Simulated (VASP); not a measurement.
Sc, 4 atoms in the cell. It takes space group P6_3/mmc (No. 194, hexagonal). The conventional cell has a = 3.382 Å, b = 3.382 Å, c = 10.808 Å, α = 90.00°, β = 90.00°, γ = 120.00°. Within 4.4 Å of Sc (site symmetry -3m) lie 12 Sc at 3.33 to 3.38 Å. Within 4.4 Å of Sc (site symmetry -6m2) lie 12 Sc at 3.33 to 3.38 Å. 

- Program: VASP 6.6.1
- Task: single point
- Functional: RPBE
- Potentials or basis: VASP PAW PBE potentials, release 64 (Sc_sv)
- Cutoff: 520 eV
- k mesh: 12 × 12 × 4
- Occupations: fermi-dirac, width 0.1 eV
- Spin: no spin polarisation
- Dipole correction: no
- Further INCAR settings: ALGO = Normal; EDIFF = 1e-06; NBANDS = 30

Potentials or basis: VASP PAW PBE potentials, release 64 (Sc_sv).

Launch:

```console
$ cat potpaw_PBE.64/Sc_sv/POTCAR > POTCAR
$ mpirun -np 1 vasp_std > vasp.out
```

Hardware: 1 thread of Oxide Virtual Turin-like Processor (shared host).

Task: How long does it take, and how much memory?

Result: Run time: 6 min on 1 thread of Oxide Virtual Turin-like Processor, on a shared host, peak memory 0.28 GiB. Counts: scf iterations 14, k points 57.
